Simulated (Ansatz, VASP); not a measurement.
**Two plane-wave programs on ScAl3**

```
Sc Al
1.0
    -1.98559    1.98559    4.36342
     1.98559   -1.98559    4.36342
     1.98559    1.98559   -4.36342
Sc Al
1 3
Direct
  0.00000 0.00000 0.00000
  0.50000 0.50000 0.00000
  0.25000 0.75000 0.50000
  0.75000 0.25000 0.50000
```

Alike in both runs: task single point; functional PBE; k mesh 9 × 9 × 9; occupations fermi-dirac, width 0.05 eV; no spin polarisation.

```csv
,VASP,Ansatz
version,VASP 6.6.1,Ansatz 0.2.0
potentials or method,"VASP PAW PBE potentials, release 64 (Sc_sv, Al)",Ansatz PAW
plane-wave cutoff (eV),500,420
valence electrons in the cell,20,20
```

|  | VASP | Ansatz | Ansatz less VASP |
| --- | --- | --- | --- |
| gap on the k mesh at the Fermi level (eV) | none | none | - |
| pressure (GPa) | 3.3 | 3.2 | -0.03 |
| traceless stress, the component that is largest in VASP (GPa) | -0.31 | -0.32 | -0.006 |

A gap of «none» marks a metal or a gap that the smearing closes.
